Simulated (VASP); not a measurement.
# AgCl (Chlorargyrite) (I4mm) in VASP: further runs

The runs below take AgCl (Chlorargyrite) through electric field gradients, with LDA.

Program: VASP 6.6.1. These are calculated values, not measurements. Logs are shortened: lines on timing, memory, paths and dates and some standing lists are left out, and cuts for length are marked.

## (1) The cell of the first run

It takes space group I4mm (No. 107, tetragonal). The conventional cell has a = 3.868 Å, b = 3.868 Å, c = 5.470 Å, α = 90.00°, β = 90.00°, γ = 90.00°. Ag (site symmetry 4mm) has 5 Cl at 2.24 to 2.78 Å within 3.0 Å. Within 3.0 Å of Cl (site symmetry 4mm) lie 5 Ag at 2.24 to 2.78 Å.

## (2) Electric field gradients, LDA (shortest bond scaled by 0.82)

File INCAR:

```
SYSTEM = AgCl
PREC = Accurate
ENCUT = 520
EDIFF = 1E-8
ISMEAR = -1
SIGMA = 0.03
LREAL = .FALSE.
LASPH = .TRUE.
NELM = 60
ALGO = Normal
ISIF = 2
LWAVE = .FALSE.
LCHARG = .FALSE.
GGA = CA
LEFG = .TRUE.
NBANDS = 16
```

File KPOINTS:

```
Automatic mesh
0
G
  7 7 7
  0 0 0
```

File POSCAR:

```
AgCl
1.0
    0.0000000000      2.7350000000      2.7350000000
    2.7350000000      0.0000000000      2.7350000000
    2.7350000000      2.7350000000      0.0000000000
Ag Cl
1 1
Direct
   -0.0450000000     -0.0450000000      0.0450000000
    0.5450000000      0.5450000000      0.4550000000
```

Potentials or basis: VASP PAW LDA potentials, release 64 (Ag, Cl).

Command:

```
$ cat potpaw_LDA.64/Ag/POTCAR potpaw_LDA.64/Cl/POTCAR > POTCAR
$ mpirun -np 1 vasp_std > vasp.out
```

OUTCAR:

```text
SYSTEM = AgCl
   PREC = Accurate
   ENCUT = 520
   EDIFF = 1E-8
   ISMEAR = -1
   LREAL = .FALSE.
   LASPH = .TRUE.
   NELM = 60
   ISIF = 2
   GGA = CA

 ion  position               nearest neighbor table
   1  0.955  0.955  0.045-   2 2.24   2 2.78   2 2.78   2 2.78   2 2.78
   2  0.545  0.545  0.455-   1 2.24   1 2.78   1 2.78   1 2.78   1 2.78

  LATTYP: Found a face centered cubic cell.
 ALAT       =     5.4700000000

  Lattice vectors:

 A1 = (   0.0000000000,   2.7350000000,   2.7350000000)
 A2 = (   2.7350000000,   0.0000000000,   2.7350000000)
 A3 = (   2.7350000000,   2.7350000000,   0.0000000000)

Analysis of symmetry for initial positions (statically):
=====================================================================
 Subroutine PRICEL returns:
 Original cell was already a primitive cell.

 Routine SETGRP: Setting up the symmetry group for a
 face centered cubic supercell.

 Subroutine GETGRP returns: Found  8 space group operations
 (whereof  8 operations were pure point group operations)
 out of a pool of 48 trial point group operations.

The static configuration has the point symmetry C_4v.

Analysis of symmetry for dynamics (positions and initial velocities):
=====================================================================
 Subroutine PRICEL returns:
 Original cell was already a primitive cell.

 Routine SETGRP: Setting up the symmetry group for a
 face centered cubic supercell.

 Subroutine GETGRP returns: Found  8 space group operations
 (whereof  8 operations were pure point group operations)
 out of a pool of 48 trial point group operations.

The dynamic configuration has the point symmetry C_4v.

 Subroutine INISYM returns: Found  8 space group operations
 (whereof  8 operations are pure point group operations),
 and found     1 'primitive' translations

----------------------------------------------------------------------------------------

                                     Primitive cell

  volume of cell :      40.9168

  direct lattice vectors                    reciprocal lattice vectors
     0.000000000  2.735000000  2.735000000    -0.182815356  0.182815356  0.182815356
     2.735000000  0.000000000  2.735000000     0.182815356 -0.182815356  0.182815356
[... 117 lines left out ...]
  energy-cutoff  :      520.00
  volume of cell :       40.92
 maximum number of plane-waves:      1117
 NGX is ok and might be reduce to    30
   NGX = 15   NGY = 15   NGZ = 15

 number of electron      17.9999998 magnetization

 Free energy of the ion-electron system (eV)
  ---------------------------------------------------
  ext. energy  EPLUGINS =         0.00000000
  ---------------------------------------------------
  free energy    TOTEN  =        -6.48334532 eV

  energy without entropy =       -6.48334532  energy(sigma->0) =       -6.48334532

 E-fermi :   4.4752     XC(G=0): -10.6061

 val. band max:        3.9414100724   @ k =   0.0000  -0.2857   0.1429
 cond. band min:       4.9169985619   @ k =   0.0000   0.0000   0.0000
 fundamental gap:      0.9755884895
 Fermi energy:         4.4751799566

 k-point     1 :       0.0000    0.0000    0.0000
  band No.  band energies     occupation
      1     -11.3822      2.00000
      2      -0.5441      2.00000
      3       0.3078      2.00000
      4       0.3078      2.00000
      5       1.3911      2.00000
      6       1.4374      2.00000
[... 433 lines left out ...]
      3      -0.5470      2.00000
      4      -0.3393      2.00000
      5       1.6395      2.00000
      6       1.6449      2.00000
[... 8 lines left out ...]
     15      17.6569      0.00000
     16      20.4284      0.00000

 [... further k-points ...]
[... 5 lines left out ...]
  --------------------------------------------------------------------------------------
  -------------------------------------------------------------------------------------
  Total       -0.8766819     -0.8766819      3.5513059      0.0000000      0.0000000      0.0000000
  in kB      -34.3281694    -34.3281694    139.0582226      0.0000000      0.0000000      0.0000000
  external PRESSURE =      23.4672946 kB  Pullay stress =       0.0000000 kB

 VOLUME and BASIS-vectors are now :
 -----------------------------------------------------------------------------
  energy-cutoff  :      520.00
  volume of cell :       40.92
      direct lattice vectors                 reciprocal lattice vectors
     0.000000000  2.735000000  2.735000000    -0.182815356  0.182815356  0.182815356
     2.735000000  0.000000000  2.735000000     0.182815356 -0.182815356  0.182815356
     2.735000000  2.735000000  0.000000000     0.182815356  0.182815356 -0.182815356

 POSITION                                       TOTAL-FORCE (eV/Angst)
 -----------------------------------------------------------------------------------
      2.73500      2.73500      5.22385         0.000000      0.000000      1.870941
      2.73500      2.73500      2.98115         0.000000      0.000000     -1.870941
 -----------------------------------------------------------------------------------
    total drift:                                0.000001      0.000001      0.000396

  FREE ENERGIE OF THE ION-ELECTRON SYSTEM (eV)
  ---------------------------------------------------
  free  energy   TOTEN  =        -6.4833453211 eV

  energy  without entropy=       -6.4833453186  energy(sigma->0) =       -6.48334532

 Electric field gradients (V/A^2)
---------------------------------------------------------------------
 ion       V_xx      V_yy      V_zz      V_xy      V_xz      V_yz
---------------------------------------------------------------------
   1      51.212    51.212  -102.424     0.000    -0.000    -0.000
   2      -8.961    -8.961    17.921     0.000     0.001     0.001
---------------------------------------------------------------------

 Electric field gradients after diagonalization (V/A^2)
 (convention: |V_zz| > |V_xx| > |V_yy|)
----------------------------------------------------------------------
 ion       V_xx      V_yy      V_zz     asymmetry (V_yy - V_xx)/ V_zz
----------------------------------------------------------------------
   1      51.212    51.212  -102.424       0.000
   2      -8.961    -8.960    17.921       0.000
----------------------------------------------------------------------

           NMR quadrupolar parameters

 Cq : quadrupolar parameter    Cq=e*Q*V_zz/h
 eta: asymmetry parameters     (V_yy - V_xx)/ V_zz
 Q  : nuclear electric quadrupole moment in mb (millibarn)
----------------------------------------------------------------------
 ion       Cq(MHz)       eta       Q (mb)
----------------------------------------------------------------------
   1      -0.248       0.000       1.000
   2       0.043       0.000       1.000
----------------------------------------------------------------------
```

OSZICAR:

```text
N       E                     dE             d eps       ncg     rms          rms(c)
DAV:   1     0.985126694365E+02    0.98513E+02   -0.87106E+03  1280   0.102E+03
DAV:   2    -0.324162095017E+01   -0.10175E+03   -0.94226E+02  1608   0.226E+02
DAV:   3    -0.667080627144E+01   -0.34292E+01   -0.34217E+01  1608   0.438E+01
DAV:   4    -0.669397214711E+01   -0.23166E-01   -0.23164E-01  1640   0.388E+00
DAV:   5    -0.669427393538E+01   -0.30179E-03   -0.30179E-03  1656   0.432E-01    0.898E+00
DAV:   6    -0.649742648101E+01    0.19685E+00   -0.32769E-01  1664   0.811E+00    0.603E+00
DAV:   7    -0.648696391011E+01    0.10463E-01   -0.10238E-01  1616   0.210E+00    0.242E+00
DAV:   8    -0.648348417434E+01    0.34797E-02   -0.45869E-03  1440   0.593E-01    0.349E-01
DAV:   9    -0.648334465974E+01    0.13951E-03   -0.45489E-04  1696   0.259E-01    0.393E-02
DAV:  10    -0.648334478999E+01   -0.13024E-06   -0.46191E-05  1464   0.548E-02    0.136E-02
DAV:  11    -0.648334531181E+01   -0.52183E-06   -0.10193E-06  1744   0.925E-03    0.561E-03
DAV:  12    -0.648334532294E+01   -0.11124E-07   -0.50612E-07  1536   0.462E-03    0.110E-03
DAV:  13    -0.648334532111E+01    0.18263E-08   -0.55237E-08  1720   0.178E-03
   1 F= -.64833453E+01 E0= -.64833453E+01  d E =-.248008E-08
```

Run time: 59 s. Hardware: 1 thread of Intel Xeon 8259CL, shared host; peak memory 0.16 GiB.

What came out:

```
Free energy            : -6.4833 eV
Pressure               : 2.3 GPa
Largest force          : 1.871 eV/Å
Band gap on the k mesh : 0.98 eV, indirect (least direct gap 1.54 eV)
```

Forces on the atoms (eV/Å):
```
Ag   0.000  0.000  1.871
Cl   0.000  0.000 -1.871
```

Electric field gradients, principal values (V/Å²):
| atom | least | middle | greatest (by size) |
| --- | --- | --- | --- |
| 1 Ag | 51.212 | 51.212 | -102.424 |
| 2 Cl | -8.960 | -8.961 | 17.921 |

Caveat: the cell differs from its parent crystal (shortest bond scaled by 0.82); without QUAD_EFG the Cq values of the log hold for a quadrupole moment of 1 mb, not for the nuclei; forces of over 1 eV/Å act on the atoms, so gaps and moduli don't describe the material at rest.

## (3) Electric field gradients, LDA (shortest bond scaled by 0.64)

File INCAR:

```
SYSTEM = AgCl
PREC     = Accurate       ! precision mode
ENCUT    = 520            ! plane-wave cutoff, eV
EDIFF    = 1E-8           ! SCF threshold, eV
ISMEAR   = -1             ! smearing method
SIGMA    = 0.03           ! smearing width, eV
LREAL    = .False.        ! projectors in reciprocal space
LASPH    = .True.         ! aspherical terms in the spheres
NELM     = 60             ! most SCF steps
ALGO     = Normal         ! electronic algorithm
ISIF     = 2              ! what is computed and relaxed
LWAVE    = .False.        ! write WAVECAR
LCHARG   = .False.        ! write CHGCAR
GGA      = CA             ! functional
LEFG     = .True.       
NBANDS   = 16             ! bands
```

File KPOINTS:

```
regular mesh
0
Gamma
  7 7 7
  0 0 0
```

File POSCAR:

```
AgCl
1.0
    0.0000000000      2.7350000000      2.7350000000
    2.7350000000      0.0000000000      2.7350000000
    2.7350000000      2.7350000000      0.0000000000
Ag Cl
1 1
Direct
   -0.0900000000     -0.0900000000      0.0900000000
    0.5900000000      0.5900000000      0.4100000000
```

Potentials or basis: VASP PAW LDA potentials, release 64 (Ag, Cl).

Command:

```
$ cat potpaw_LDA.64/Ag/POTCAR potpaw_LDA.64/Cl/POTCAR > POTCAR
$ mpirun -np 1 vasp_std > vasp.out
```

OUTCAR:

```text
SYSTEM = AgCl
   PREC = Accurate
   ENCUT = 520
   EDIFF = 1E-8
   ISMEAR = -1
   LREAL = .False.
   LASPH = .True.
   NELM = 60
   ISIF = 2
   GGA = CA

 ion  position               nearest neighbor table
   1  0.910  0.910  0.090-   2 1.75   2 2.91   2 2.91   2 2.91   2 2.91
   2  0.590  0.590  0.410-   1 1.75   1 2.91   1 2.91   1 2.91   1 2.91

  LATTYP: Found a face centered cubic cell.
 ALAT       =     5.4700000000

  Lattice vectors:

 A1 = (   0.0000000000,   2.7350000000,   2.7350000000)
 A2 = (   2.7350000000,   0.0000000000,   2.7350000000)
[... 669 lines left out ...]
  free  energy   TOTEN  =        -2.4678409650 eV

  energy  without entropy=       -2.4678409650  energy(sigma->0) =       -2.46784097

 Electric field gradients (V/A^2)
---------------------------------------------------------------------
 ion       V_xx      V_yy      V_zz      V_xy      V_xz      V_yz
---------------------------------------------------------------------
   1     189.415   189.415  -378.830     0.000     0.000     0.000
   2      -0.017    -0.017     0.033     0.000     0.000     0.000
---------------------------------------------------------------------

 Electric field gradients after diagonalization (V/A^2)
 (convention: |V_zz| > |V_xx| > |V_yy|)
----------------------------------------------------------------------
 ion       V_xx      V_yy      V_zz     asymmetry (V_yy - V_xx)/ V_zz
----------------------------------------------------------------------
   1     189.416   189.415  -378.830       0.000
   2      -0.017    -0.016     0.033       0.020
----------------------------------------------------------------------

           NMR quadrupolar parameters

 Cq : quadrupolar parameter    Cq=e*Q*V_zz/h
 eta: asymmetry parameters     (V_yy - V_xx)/ V_zz
 Q  : nuclear electric quadrupole moment in mb (millibarn)
----------------------------------------------------------------------
 ion       Cq(MHz)       eta       Q (mb)
----------------------------------------------------------------------
   1      -0.916       0.000       1.000
   2       0.000       0.020       1.000
----------------------------------------------------------------------
```

OSZICAR:

```text
N       E                     dE             d eps       ncg     rms          rms(c)
DAV:   1     0.104078745787E+03    0.10408E+03   -0.85372E+03  1280   0.102E+03
DAV:   2     0.464622494876E+00   -0.10361E+03   -0.96826E+02  1560   0.231E+02
DAV:   3    -0.316906808698E+01   -0.36337E+01   -0.36262E+01  1632   0.455E+01
DAV:   4    -0.319528696129E+01   -0.26219E-01   -0.26217E-01  1672   0.422E+00
DAV:   5    -0.319564376882E+01   -0.35681E-03   -0.35680E-03  1640   0.489E-01    0.245E+01
DAV:   6    -0.254669552101E+01    0.64895E+00   -0.11532E+00  1696   0.167E+01    0.153E+01
DAV:   7    -0.248216701099E+01    0.64529E-01   -0.39708E-01  1664   0.424E+00    0.418E+00
DAV:   8    -0.246847429662E+01    0.13693E-01   -0.16130E-02  1472   0.903E-01    0.777E-01
DAV:   9    -0.246784448087E+01    0.62982E-03   -0.28465E-03  1672   0.434E-01    0.117E-01
DAV:  10    -0.246783953548E+01    0.49454E-05   -0.13275E-04  1584   0.936E-02    0.559E-02
DAV:  11    -0.246784067748E+01   -0.11420E-05   -0.10263E-05  1768   0.304E-02    0.130E-02
DAV:  12    -0.246784098972E+01   -0.31224E-06   -0.12790E-06  1520   0.114E-02    0.311E-03
DAV:  13    -0.246784097207E+01    0.17652E-07   -0.29415E-07  1648   0.360E-03    0.153E-03
DAV:  14    -0.246784096501E+01    0.70634E-08   -0.23211E-08  1504   0.106E-03
   1 F= -.24678410E+01 E0= -.24678410E+01  d E =-.371065E-11
```

Run time: 53 s. Hardware: 1 thread of Intel Xeon 8259CL, shared host; peak memory 0.16 GiB.

What came out:

```
Free energy            : -2.4678 eV
Pressure               : 46.0 GPa
Largest force          : 20.598 eV/Å
Band gap on the k mesh : 1.48 eV, indirect (least direct gap 1.99 eV)
```

Forces in eV/Å, atoms in the order of the input:
```
Ag    0.000   0.000  20.598
Cl    0.000   0.000 -20.598
```

Electric field gradients, principal values (V/Å²):
```csv
atom,least,middle,greatest (by size)
1 Ag,189.415,189.416,-378.830
2 Cl,-0.016,-0.017,0.033
```

Caveat: the cell differs from its parent crystal (shortest bond scaled by 0.64); without QUAD_EFG the Cq values of the log hold for a quadrupole moment of 1 mb, not for the nuclei; forces of over 1 eV/Å act on the atoms, so gaps and moduli don't describe the material at rest. A k mesh can miss the band edges.

## (4) Electric field gradients, LDA (shortest bond scaled by 0.58)

File INCAR:

```
SYSTEM = AgCl
PREC = Accurate ; ENCUT = 520
EDIFF = 1E-8 ; ISMEAR = -1
SIGMA = 0.03 ; LREAL = .FALSE.
LASPH = .TRUE. ; NELM = 100
ALGO = Normal ; ISIF = 2
LWAVE = .FALSE. ; LCHARG = .FALSE.
LEFG = .TRUE. ; NBANDS = 16
```

File KPOINTS:

```
regular mesh
0
G
  7 7 7
  0 0 0
```

File POSCAR:

```
AgCl
1.0
    0.0000000000      2.7350000000      2.7350000000
    2.7350000000      0.0000000000      2.7350000000
    2.7350000000      2.7350000000      0.0000000000
Ag Cl
1 1
Direct
   -0.1050000000     -0.1050000000      0.1050000000
    0.6050000000      0.6050000000      0.3950000000
```

Potentials or basis: VASP PAW LDA potentials, release 64 (Ag, Cl).

Command:

```
$ cat potpaw_LDA.64/Ag/POTCAR potpaw_LDA.64/Cl/POTCAR > POTCAR
$ mpirun -np 1 vasp_std > vasp.out
```

OUTCAR:

```text
SYSTEM = AgCl
   PREC = Accurate
   ENCUT = 520
   EDIFF = 1E-8
   ISMEAR = -1
   LREAL = .FALSE.
   LASPH = .TRUE.
   NELM = 100
   ISIF = 2

 ion  position               nearest neighbor table
   1  0.895  0.895  0.105-   2 1.59   2 2.97   2 2.97   2 2.97   2 2.97
   2  0.605  0.605  0.395-   1 1.59   1 2.97   1 2.97   1 2.97   1 2.97

  LATTYP: Found a face centered cubic cell.
 ALAT       =     5.4700000000

  Lattice vectors:

 A1 = (   0.0000000000,   2.7350000000,   2.7350000000)
 A2 = (   2.7350000000,   0.0000000000,   2.7350000000)
[... 669 lines left out ...]
  free  energy   TOTEN  =         2.4809490971 eV

  energy  without entropy=        2.4809490971  energy(sigma->0) =        2.48094910

 Electric field gradients (V/A^2)
---------------------------------------------------------------------
 ion       V_xx      V_yy      V_zz      V_xy      V_xz      V_yz
---------------------------------------------------------------------
   1     241.268   241.268  -482.536    -0.000    -0.000    -0.000
   2      10.724    10.724   -21.448     0.000     0.001     0.001
---------------------------------------------------------------------

 Electric field gradients after diagonalization (V/A^2)
 (convention: |V_zz| > |V_xx| > |V_yy|)
----------------------------------------------------------------------
 ion       V_xx      V_yy      V_zz     asymmetry (V_yy - V_xx)/ V_zz
----------------------------------------------------------------------
   1     241.268   241.268  -482.536       0.000
   2      10.725    10.724   -21.448       0.000
----------------------------------------------------------------------

           NMR quadrupolar parameters

 Cq : quadrupolar parameter    Cq=e*Q*V_zz/h
 eta: asymmetry parameters     (V_yy - V_xx)/ V_zz
 Q  : nuclear electric quadrupole moment in mb (millibarn)
----------------------------------------------------------------------
 ion       Cq(MHz)       eta       Q (mb)
----------------------------------------------------------------------
   1      -1.167       0.000       1.000
   2      -0.052       0.000       1.000
----------------------------------------------------------------------
```

OSZICAR:

```text
N       E                     dE             d eps       ncg     rms          rms(c)
DAV:   1     0.111925623381E+03    0.11193E+03   -0.85668E+03  1280   0.102E+03
DAV:   2     0.529766772436E+01   -0.10663E+03   -0.10033E+03  1592   0.236E+02
DAV:   3     0.135802037216E+01   -0.39396E+01   -0.39321E+01  1640   0.475E+01
DAV:   4     0.132698812194E+01   -0.31032E-01   -0.31030E-01  1688   0.468E+00
DAV:   5     0.132656995244E+01   -0.41817E-03   -0.41816E-03  1632   0.539E-01    0.364E+01
DAV:   6     0.232413346442E+01    0.99756E+00   -0.16192E+00  1616   0.203E+01    0.213E+01
DAV:   7     0.245686190703E+01    0.13273E+00   -0.58806E-01  1632   0.539E+00    0.452E+00
DAV:   8     0.248012411567E+01    0.23262E-01   -0.41146E-02  1496   0.155E+00    0.104E+00
DAV:   9     0.248096065448E+01    0.83654E-03   -0.55684E-03  1712   0.656E-01    0.208E-01
DAV:  10     0.248095338185E+01   -0.72726E-05   -0.25804E-04  1552   0.140E-01    0.845E-02
DAV:  11     0.248094900610E+01   -0.43758E-05   -0.12972E-05  1800   0.425E-02    0.142E-02
DAV:  12     0.248094908232E+01    0.76220E-07   -0.22746E-06  1568   0.155E-02    0.284E-03
DAV:  13     0.248094908820E+01    0.58790E-08   -0.40127E-07  1600   0.426E-03    0.201E-03
DAV:  14     0.248094909706E+01    0.88694E-08   -0.45127E-08  1640   0.150E-03
   1 F= 0.24809491E+01 E0= 0.24809491E+01  d E =-.124329E-11
```

Run time: 65 s. Hardware: 1 thread of Intel Xeon 8259CL, shared host; peak memory 0.16 GiB.

What came out:

```yaml
Free_energy: 2.4809 eV
Pressure: 87.3 GPa
Largest_force: 42.313 eV/Å
Band_gap_on_the_k_mesh: 1.83 eV, indirect (least direct gap 2.15 eV)
```

Forces in eV/Å, atoms in the order of the input:
```
Ag    0.000   0.000  42.313
Cl    0.000   0.000 -42.313
```

Stress tensor (GPa, compression positive):
```
 -1.41   0.00   0.00
  0.00  -1.41   0.00
  0.00   0.00 264.79
```

Electric field gradients, principal values (V/Å²):
```tsv
atom	least	middle	greatest (by size)
1 Ag	241.268	241.268	-482.536
2 Cl	10.724	10.725	-21.448
```

Caveat: the cell differs from its parent crystal (shortest bond scaled by 0.58); without QUAD_EFG the Cq values of the log hold for a quadrupole moment of 1 mb, not for the nuclei; forces of over 1 eV/Å act on the atoms, so gaps and moduli don't describe the material at rest. A k mesh can miss the band edges.
